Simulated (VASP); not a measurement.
# As in VASP: a series of runs

Runs on As. Level: PBE+D3(BJ). Tasks: single point.

All numbers are computed with VASP 6.6.1; they aren't measurements. Logs are shortened: lines on timing, memory, paths and dates and some standing lists are left out, and cuts for length are marked.

### 1 The cell of the first run

The cell holds a slab with vacuum, 2 atoms: a = 3.635 Å, b = 3.635 Å, c = 28.574 Å, α = 90.00°, β = 90.00°, γ = 120.00°.

### 2 Single point, PBE+D3(BJ)

Contents of INCAR:

```
PREC = Accurate
ENCUT = 520
EDIFF = 1E-6
ISMEAR = 0
SIGMA = 0.02
LREAL = False
LASPH = True
NELM = 100
ALGO = Normal
ISIF = 2
LWAVE = False
LCHARG = False
LDIPOL = True
IDIPOL = 3
DIPOL = 0.5 0.5 0.500
GGA = PE
IVDW = 12
NBANDS = 12
```

Contents of KPOINTS:

```
Automatic mesh
0
Gamma
  9 9 1
```

Contents of POSCAR:

```
As
1.0
    3.6350000000      0.0000000000      0.0000000000
   -1.8175000000      3.1480023428      0.0000000000
    0.0000000000      0.0000000000     28.5742413766
As
2
Direct
    0.3333333333      0.6666666667      0.4895185319
    0.6666666667      0.3333333333      0.5104814681
```

Potentials or basis: VASP PAW PBE potentials, release 64 (As).

Run with:

```console
cat potpaw_PBE.64/As/POTCAR > POTCAR
mpirun -np 1 vasp_std > vasp.out
```

OUTCAR:

```text
PREC = Accurate
   ENCUT = 520
   EDIFF = 1E-6
   ISMEAR = 0
   LREAL = False
   LASPH = True
   NELM = 100
   ISIF = 2
   GGA = PE
   IVDW = 12
 IVDW          = 12

 ion  position               nearest neighbor table
   1  0.333  0.667  0.490-   2 2.18   2 2.18   2 2.18
   2  0.667  0.333  0.510-   1 2.18   1 2.18   1 2.18

  LATTYP: Found a hexagonal cell.
 ALAT       =     3.6350000000
 C/A-ratio  =     7.8608642026

  Lattice vectors:

 A1 = (   3.6350000000,   0.0000000000,   0.0000000000)
 A2 = (  -1.8175000000,   3.1480023428,   0.0000000000)
 A3 = (   0.0000000000,   0.0000000000,  28.5742413766)

Analysis of symmetry for initial positions (statically):
=====================================================================
 Subroutine PRICEL returns:
 Original cell was already a primitive cell.

 Routine SETGRP: Setting up the symmetry group for a
 hexagonal supercell.

 Subroutine GETGRP returns: Found 12 space group operations
 (whereof 12 operations were pure point group operations)
 out of a pool of 24 trial point group operations.

The static configuration has the point symmetry D_3d.

Analysis of symmetry for dynamics (positions and initial velocities):
=====================================================================
 Subroutine PRICEL returns:
 Original cell was already a primitive cell.

 Routine SETGRP: Setting up the symmetry group for a
 hexagonal supercell.

 Subroutine GETGRP returns: Found 12 space group operations
 (whereof 12 operations were pure point group operations)
 out of a pool of 24 trial point group operations.

The dynamic configuration has the point symmetry D_3d.

 Subroutine INISYM returns: Found 12 space group operations
 (whereof 12 operations are pure point group operations),
 and found     1 'primitive' translations

----------------------------------------------------------------------------------------

                                     Primitive cell

  volume of cell :     326.9747

  direct lattice vectors                    reciprocal lattice vectors
     3.635000000  0.000000000  0.000000000     0.275103164  0.158830886  0.000000000
    -1.817500000  3.148002343  0.000000000     0.000000000  0.317661771  0.000000000
     0.000000000  0.000000000 28.574241377     0.000000000  0.000000000  0.034996555

  length of vectors
     3.635000000  3.635000000 28.574241377     0.317661771  0.317661771  0.034996555

  position of ions in fractional coordinates (direct lattice)
     0.333333333  0.666666667  0.489518532
     0.666666667  0.333333333  0.510481468

[... 79 lines left out ...]
   EFERMI_NEDOS =   21; number of points for ismear=-14 and -15
   IALGO  =     38    algorithm
   IMIX   =      4    mixing-type and parameters
     AMIX     =   0.40;   BMIX     =  1.00
     AMIX_MAG =   1.60;   BMIX_MAG =  1.00
  volume/ion in A,a.u.               =     163.49      1103.27
  Fermi-wavevector in a.u.,A,eV,Ry     =   0.511961  0.967466  3.566141  0.262104
  Thomas-Fermi vector in A             =   1.525711
   LORBIT       =      0    0 simple, 1 ext, 2 COOP (PROOUT), +10 PAW based schemes
   GGA     = PE    functional components
   LHFCALC =     F    Hartree Fock is set to
   AEXX    =    0.0000 exact exchange contribution
   IVDW    =    12    specifies the selected vdW correction
   LEPSILON=     F    determine dielectric tensor
   LRPA    =     F    only Hartree local field effects (RPA)
 non-spin polarized calculation
 Gauss-broadening in eV      SIGMA  =   0.02
  energy-cutoff  :      520.00
  volume of cell :      326.97
 maximum number of plane-waves:      8823
 NGX is ok and might be reduce to    28
   NGX = 13   NGY = 13   NGZ =107

 number of electron      10.0000000 magnetization

 dipolmoment           0.000000      0.000000     -0.000000 electrons x Angstroem

 Free energy of the ion-electron system (eV)
  ---------------------------------------------------
  ext. energy  EPLUGINS =         0.00000000
  ---------------------------------------------------
  free energy    TOTEN  =        -6.44894022 eV

  energy without entropy =       -6.44757757  energy(sigma->0) =       -6.44825890

 E-fermi :  -2.7408     XC(G=0):  -1.6569

 val. band max:       -2.7585875195   @ k =   0.2222   0.1111   0.0000
 cond. band min:      -2.7293905977   @ k =   0.3333   0.0000   0.0000
 fundamental gap:      0.0291969217
 Fermi energy:        -2.7408310700

 k-point     1 :       0.0000    0.0000    0.0000
  band No.  band energies     occupation
      1     -19.5440      2.00000
      2      -9.1602      2.00000
      3      -6.7400      2.00000
      4      -6.7400      2.00000
      5      -4.5553      2.00000
      6      -1.8695      0.00000
      7      -1.1838      0.00000
      8      -1.1838      0.00000
      9       0.9072      0.00000
     10       1.2168      0.00000
     11       1.5019      0.00000
     12       1.6575      0.00000
[... 151 lines left out ...]
 k-point    12 :       0.3333    0.3333    0.0000
  band No.  band energies     occupation
      1     -15.7280      2.00000
      2     -15.7280      2.00000
      3     -10.6627      2.00000
      4      -5.1793      2.00000
      5      -5.1793      2.00000
      6       0.3112      0.00000
      7       2.0849      0.00000
      8       2.0849      0.00000
      9       3.0505      0.00000
     10       3.8034      0.00000
     11       3.8034      0.00000
     12       5.3664      0.00000

------------------------ aborting loop because EDIFF is reached ----------------------------------------

 vacuum level on the upper side and lower side of the slab       (xc-potential included)        -0.007        -0.007

 Edisp (eV)   -0.42373

 E8    (eV) :    -0.1928

  FORCE on cell =-STRESS in cart. coord.  units (eV):
  Direction    XX          YY          ZZ          XY          YZ          ZX
  --------------------------------------------------------------------------------------
  -------------------------------------------------------------------------------------
  Total      12.68004    12.68004     2.78607     0.00000    -0.00000     0.00000
  in kB      62.13224    62.13224    13.65173     0.00000    -0.00000     0.00000
  external pressure =       45.97 kB  Pullay stress =        0.00 kB

 VOLUME and BASIS-vectors are now :
 -----------------------------------------------------------------------------
  energy-cutoff  :      520.00
  volume of cell :      326.97
      direct lattice vectors                 reciprocal lattice vectors
     3.635000000  0.000000000  0.000000000     0.275103164  0.158830886  0.000000000
    -1.817500000  3.148002343  0.000000000     0.000000000  0.317661771  0.000000000
     0.000000000  0.000000000 28.574241377     0.000000000  0.000000000  0.034996555

 POSITION                                       TOTAL-FORCE (eV/Angst)
 -----------------------------------------------------------------------------------
     -0.00000      2.09867     13.98762         0.000000     -0.000000     -4.655500
      1.81750      1.04933     14.58662         0.000000      0.000000      4.655500
 -----------------------------------------------------------------------------------
    total drift:                               -0.000000      0.000000      0.000000

  FREE ENERGIE OF THE ION-ELECTRON SYSTEM (eV)
  ---------------------------------------------------
  free  energy   TOTEN  =        -6.8726671200 eV

  energy  without entropy=       -6.8713044783  energy(sigma->0) =       -6.87198580

 vacuum level on the upper side and lower side of the slab         1.266         1.266
```

OSZICAR:

```text
N       E                     dE             d eps       ncg     rms          rms(c)
DAV:   1     0.776833806529E+02    0.77683E+02   -0.26216E+03   288   0.518E+02
DAV:   2     0.234588459103E+01   -0.75337E+02   -0.67812E+02   436   0.923E+01
DAV:   3    -0.636190453727E+01   -0.87078E+01   -0.83402E+01   384   0.403E+01
[... 12 lines left out ...]
DAV:  16    -0.644891760551E+01   -0.26147E-04   -0.12273E-06   348   0.317E-03    0.851E-04
DAV:  17    -0.644893285454E+01   -0.15249E-04   -0.10446E-06   348   0.258E-03    0.273E-04
DAV:  18    -0.644893758377E+01   -0.47292E-05   -0.20514E-07   380   0.115E-03    0.293E-04
DAV:  19    -0.644893929280E+01   -0.17090E-05   -0.44705E-08   364   0.593E-04    0.209E-04
DAV:  20    -0.644894021672E+01   -0.92391E-06   -0.12708E-08   340   0.285E-04
   1 F= -.68726671E+01 E0= -.68719858E+01  d E =-.136264E-02
```

Run time: 1.7 min. Hardware: 1 thread of Intel Xeon Platinum 8259CL at 2.50GHz (Skylake/Cascade Lake), shared host; peak memory 0.4 GiB.

What came out:

| Property | Result |
| --- | --- |
| Free energy | -6.8727 eV |
| Largest force | 4.655 eV/Å |
| Band gap on the k mesh | zero (band 5 reaches -2.36 eV, above the bottom of band 6 at -3.57 eV) |
| Dispersion energy per atom | -0.212 eV |

Forces on the atoms (eV/Å):
```
As   0.000  0.000 -4.655
As   0.000  0.000  4.655
```

### 3 Single point, PBE+D3(BJ)

Contents of INCAR:

```
SYSTEM = As
  ALGO = Normal
  DIPOL = 0.5 0.5 0.500
  EDIFF = 1E-7
  ENCUT = 520
  GGA = PE
  IDIPOL = 3
  ISIF = 2
  ISMEAR = 0
  IVDW = 12
  LASPH = .TRUE.
  LCHARG = .FALSE.
  LDIPOL = .TRUE.
  LREAL = .FALSE.
  LWAVE = .FALSE.
  NBANDS = 12
  NELM = 100
  PREC = Accurate
  SIGMA = 0.02
```

Contents of KPOINTS:

```
k-points
0
G
  9 9 1
  0 0 0
```

Contents of POSCAR:

```
As
1.0
    3.6350000000      0.0000000000      0.0000000000
   -1.8175000000      3.1480023428      0.0000000000
    0.0000000000      0.0000000000     28.5742413766
As
2
Direct
    0.3333333333      0.6666666667      0.4790370638
    0.6666666667      0.3333333333      0.5209629362
```

Potentials or basis: VASP PAW PBE potentials, release 64 (As).

Run with:

```console
cat potpaw_PBE.64/As/POTCAR > POTCAR
mpirun -np 1 vasp_std > vasp.out
```

Wall time 2.1 min (1 thread of Intel Xeon Platinum 8259CL at 2.50GHz (Skylake/Cascade Lake), shared host); peak memory 0.43 GiB.

It converged, with:

- Free energy: -9.5009 eV
- Largest force: 2.545 eV/Å
- Band gap on the k mesh: 0.92 eV, indirect (least direct gap 1.01 eV)
- Dispersion energy per atom: -0.207 eV

Forces in eV/Å, atoms in the order of the input:
```
As   0.000  0.000 -2.545
As   0.000  0.000  2.545
```

Levels at points of the mesh, in eV from the valence-band top:
| k point | band 2 | band 3 | band 4 | band 5 | band 6 | band 7 | band 8 | band 9 |
| --- | --- | --- | --- | --- | --- | --- | --- | --- |
| (0.00, 0.00, 0.00) | -6.79 | -1.07 | -1.07 | -0.08 | 0.92 | 3.03 | 3.03 | 4.85 |

### 4 Single point, PBE+D3(BJ)

Contents of INCAR:

```
PREC = Accurate
ENCUT = 520
EDIFF = 1E-6
ISMEAR = 0
SIGMA = 0.02
LREAL = F
LASPH = T
NELM = 100
ALGO = Normal
ISIF = 2
LWAVE = F
LCHARG = F
LDIPOL = T
IDIPOL = 3
DIPOL = 0.5 0.5 0.500
GGA = PE
IVDW = 12
NBANDS = 12
```

Contents of KPOINTS:

```
regular mesh
0
Gamma
  9 9 1
```

Contents of POSCAR:

```
As
1.0
    3.6350000000      0.0000000000      0.0000000000
   -1.8175000000      3.1480023428      0.0000000000
    0.0000000000      0.0000000000     28.5742413766
As
2
Direct
    0.3333333333      0.6666666667      0.4685555956
    0.6666666667      0.3333333333      0.5314444044
```

Run with:

```console
cat potpaw_PBE.64/As/POTCAR > POTCAR
mpirun -np 1 vasp_std > vasp.out
```

Run time: 1.9 min. Hardware: 1 thread of Intel Xeon Platinum 8259CL at 2.50GHz (Skylake/Cascade Lake), shared host; peak memory 0.41 GiB.

The run converged. Its results:

* Free energy: -8.8797 eV
* Largest force: 3.471 eV/Å
* Band gap on the k mesh: zero (band 5 reaches -2.51 eV, above the bottom of band 6 at -2.69 eV)
* Dispersion energy per atom: -0.198 eV

Forces on the atoms (eV/Å):
```
As   0.000  0.000  3.471
As   0.000  0.000 -3.471
```

Levels at points of the mesh, in eV from the Fermi level:
| k point | band 3 | band 4 | band 5 | band 6 | band 7 | band 8 |
| --- | --- | --- | --- | --- | --- | --- |
| (0.00, 0.00, 0.00) | -2.49 | 0.12 | 0.12 | 1.15 | 2.33 | 2.33 |
